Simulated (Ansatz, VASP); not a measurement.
# One calculation of CrB5, two programs

```
Cr B
1.0
     3.33217    0.00000    0.00000
    -1.66609    2.88575    0.00000
     0.00000    0.00000    4.21642
Cr B
1 5
Direct
  0.00000 0.00000 0.50000
  0.33333 0.66667 0.21258
  0.66667 0.33333 0.21258
  0.66667 0.33333 0.78742
  0.33333 0.66667 0.78742
  0.00000 0.00000 0.00000
```

Alike in both runs: functional PBE; k mesh 12 × 12 × 10; occupations gaussian, width 0.1 eV; no spin polarisation.

Ansatz relaxed the structure, and its values are those at the end. VASP's run is a single point on that final structure, the one shown.

|  | VASP | Ansatz |
| --- | --- | --- |
| version | VASP 6.6.1 | Ansatz 0.2.0 |
| potentials or method | VASP PAW PBE potentials, release 64 (Cr_pv, B), cutoff 520 eV | scalar-relativistic, plane waves, PAW |
| valence electrons in the cell | 27 | 29 |

VASP gave:

- gap on the k mesh at the Fermi level (eV): none
- pressure (GPa): 0.2
- rms of the force components (eV/Å): 0.008

Question: What did Ansatz give for the same quantities?

Answer: gap on the k mesh at the Fermi level (eV): none; pressure (GPa): 0.0; rms of the force components (eV/Å): 0.000.

A gap of «none» marks a metal or a gap that the smearing closes. VASP's potentials hold 27 valence electrons a cell and Ansatz's 29, so a difference there can come from the potentials and not from the codes.
